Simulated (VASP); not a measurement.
Wanted: the native input for a VASP 6.6.1 run.

* Task: single point
* Functional: PBE
* Potentials or basis: VASP PAW PBE potentials, release 64 (Hf_pv, O)
* Cutoff: 520 eV
* k mesh: 12 × 12 × 6
* Occupations: gaussian, width 0.05 eV
* Spin: no spin polarisation
* Dipole correction: no
* Further INCAR settings: ALGO = Normal; EDIFF = 1e-07; NBANDS = 18

The structure of HfO2 lies in POSCAR:

```
HfO2
1.0
    3.2522111955      0.0000000000      0.0000000000
   -1.6261055978      2.8164975138      0.0000000000
    0.0000000000      0.0000000000      5.6017024625
Hf O
1 2
Direct
    0.0000000000      0.0000000000      0.0000000000
    0.3333333333      0.6666666667      0.1731211689
    0.6666666667      0.3333333333      0.8268788311
```

The input as run:

INCAR

```
SYSTEM = HfO2
ALGO = Normal
EDIFF = 1E-7
ENCUT = 520
GGA = PE
ISIF = 2
ISMEAR = 0
LASPH = .True.
LCHARG = .False.
LREAL = .False.
LWAVE = .False.
NBANDS = 18
NELM = 60
PREC = Accurate
SIGMA = 0.05
```

KPOINTS

```
k-points
0
Gamma
  12 12 6
  0 0 0
```

Potentials or basis: VASP PAW PBE potentials, release 64 (Hf_pv, O).

Launch:

```bash
$ cat potpaw_PBE.64/Hf_pv/POTCAR potpaw_PBE.64/O/POTCAR > POTCAR
$ mpirun -np 1 vasp_std > vasp.out
```

It gave:

The pressure is -2.0 GPa, the largest force is 0.198 eV/Å and the band gap on the k mesh is 4.77 eV (least direct gap 5.01 eV).

Caveat: spin-orbit coupling is left out, which moves the levels of the heavy elements.

It took 2.1 min on 1 thread of AMD EPYC 7R13 (shared host), peak memory 0.2 GiB.
